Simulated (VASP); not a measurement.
A run of VASP 6.6.1 is set up as follows.

INCAR

```
ALGO = Normal
EDIFF = 1E-6
ENCUT = 520
GGA = PE
ISIF = 2
ISMEAR = -1
ISYM = 0
LASPH = T
LCHARG = F
LREAL = Auto
LWAVE = F
NBANDS = 54
NELM = 60
PREC = Accurate
SIGMA = 0.2482
```

The input KPOINTS:

```
Automatic mesh
0
Gamma
  1 1 1
  0.25 0.25 0.25
```

POSCAR

```
Si7N8O2
1.0
    5.8386290000      0.0627810000      0.1075870000
    0.0627810000      6.0367170000      0.0979630000
    0.1075870000      0.0979630000      5.8205090000
Si N O
7 8 2
Direct
    0.8886656033      0.6034919297      0.2092391325
    0.5556475553      0.4276056659      0.7875166953
    0.7190832675     -0.0996512629      0.7637241219
    0.3123836949      0.8220314902      0.5020545290
    0.1816186436      0.8981715191      0.9202507235
    1.2029131331      0.3114228896      0.4306938215
    0.7820183612      0.1269270023      0.3608271786
    0.8953666146      0.7737899644     -0.0305221750
    0.5453146282      0.6907197369      0.6837175679
    0.0508616566      0.5401041011      0.4456707702
    0.7283449270      0.2081689551      0.6740882454
    0.1868043396      0.0451879513      0.6586095021
    0.3220648329      0.2950358496     -0.0383663329
    0.3961262600      0.8432293171      0.1595913159
    0.3543350286      0.1774503525      0.1846200373
    0.6605185019      0.4216284057      0.1295348590
    0.8380328132      0.8608338444      0.4693625073
```

Potentials or basis: VASP PAW PBE potentials, release 64 (Si, N, O).

Command:

```console
$ cat potpaw_PBE.64/Si/POTCAR potpaw_PBE.64/N/POTCAR potpaw_PBE.64/O/POTCAR > POTCAR
$ mpirun -np 1 vasp_std > vasp.out
```

**Question.** What does it give for the pressure?

**Answer.** -9.2 GPa.

**Question.** What does it give for the band gap on the k mesh?

**Answer.** 0.72 eV.

Forces in eV/Å, atoms in the order of the input:
```
Si  -3.198 -1.333  0.619
Si  -1.100 -3.902  2.754
Si   1.319  1.217 -1.586
Si  -0.521 -1.890 -2.081
Si   0.646  0.086  2.360
Si   2.035 -3.399  0.890
Si   0.317  0.539  0.696
N    2.877  2.531 -0.533
N   -2.855  0.510 -0.115
N    0.299  2.279 -1.180
N   -0.940 -2.058 -0.005
N    1.770 -1.380 -1.518
N   -0.491 -1.259  2.937
N   -2.507  0.055  0.205
N   -0.222  2.614 -2.348
O    3.654  3.479 -0.395
O   -1.082  1.912 -0.698
```

Caveat: the k points lie up to 1.08 Å⁻¹ apart.
